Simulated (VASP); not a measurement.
SiO2: single point with r2SCAN

SiO2:

```xyz
6
Lattice="4.2689 0.0000 0.0000 0.0000 4.2689 0.0000 0.0000 0.0000 2.6433" Properties=species:S:1:pos:R:3 pbc="T T T"
Si    0.0000    0.0000    0.0000
Si    2.1344    2.1344    1.3217
O     1.3171    1.3171    0.0000
O     0.8174    3.4515    1.3217
O     3.4515    0.8174    1.3217
O     2.9518    2.9518    0.0000
```

This cell differs from its parent crystal: epitaxial xy strain +2.0%.

| Item | Value |
| --- | --- |
| Program | VASP 6.6.1 |
| Task | single point |
| Functional | r2SCAN |
| Potentials or basis | VASP PAW PBE potentials, release 64 (Si, O) |
| Cutoff | 520 eV |
| k mesh | 6 × 6 × 10 |
| Occupations | gaussian, width 0.01 eV |
| Spin | no spin polarisation |
| Dipole correction | no |
| Further INCAR settings | ALGO = Normal; EDIFF = 1e-07; NBANDS = 25 |

```yaml
Pressure: -6.0 GPa
Largest_force: 0.027 eV/Å
Band_gap_on_the_k_mesh: 6.18 eV
```

Forces on the atoms (eV/Å):
```
Si   0.000  0.000  0.000
Si   0.000  0.000  0.000
O   -0.019 -0.019  0.000
O    0.019 -0.019  0.000
O   -0.019  0.019  0.000
O    0.019  0.019  0.000
```

Stress tensor (GPa, compression positive):
```
-9.55  0.00  0.00
 0.00 -9.55  0.00
 0.00  0.00  1.11
```

Levels at points of the mesh, in eV from the valence-band top:
```tsv
k point	band 14	band 15	band 16	band 17	band 18	band 19
(0.00, 0.00, 0.00)	-0.85	-0.85	0.00	6.18	7.94	9.69
(0.50, 0.00, 0.00)	-2.55	-1.09	-1.09	8.55	8.55	10.26
(0.50, 0.50, 0.00)	-2.42	-2.27	-2.27	8.25	8.25	11.09
(0.00, 0.00, 0.50)	-2.81	-2.61	-2.61	9.75	9.75	13.05
(0.50, 0.00, 0.50)	-2.27	-1.70	-1.70	9.55	9.55	10.32
(0.50, 0.50, 0.50)	-1.84	-1.50	-1.50	7.91	7.91	11.55
```

Run time: 67 s on 1 thread of Intel(R) Xeon(R) 6975P-C (Granite Rapids), with other jobs on the host, peak memory 0.18 GiB.

Caveat: the cell differs from its parent crystal (epitaxial xy strain +2.0%); the cell stands under tension; the PAW data sets were made with another functional, which shifts forces and pressure a little. A k mesh can miss the band edges.
